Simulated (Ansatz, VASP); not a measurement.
**One calculation of Ta, two programs**

```
CELL_PARAMETERS angstrom
-1.69256 1.69256 1.69256
1.69256 -1.69256 1.69256
1.69256 1.69256 -1.69256
ATOMIC_POSITIONS crystal
Ta 0.00000 0.00000 0.00000
```

Change from the starting cell: strain +0.025 along x and y, +0.025 along z, atoms carried along.

Alike in both runs: task single point; functional PBEsol; k mesh 20 × 20 × 20; occupations gaussian, width 0.15 eV; no spin polarisation.

```csv
,VASP,Ansatz
version,VASP 6.6.1,Ansatz 0.2.0
potentials or method,"VASP PAW PBE potentials, release 64 (Ta_pv), cutoff 520 eV","scalar-relativistic, plane waves, PAW"
valence electrons in the cell,11,13
```

Ansatz gave:

```
gap on the k mesh at the Fermi level (eV) : none
pressure (GPa)                            : -16.3
```

Problem. Which values does VASP return?

Solution. gap on the k mesh at the Fermi level (eV): none; pressure (GPa): -16.2.

VASP's potentials were made for PBE, not for PBEsol. A gap of «none» marks a metal or a gap that the smearing closes. With one functional, cell and mesh, what is left measures potentials, basis and numerics. VASP's potentials hold 11 valence electrons a cell and Ansatz's 13, so a difference there can come from the potentials and not from the codes.

Spin-orbit coupling is off throughout.
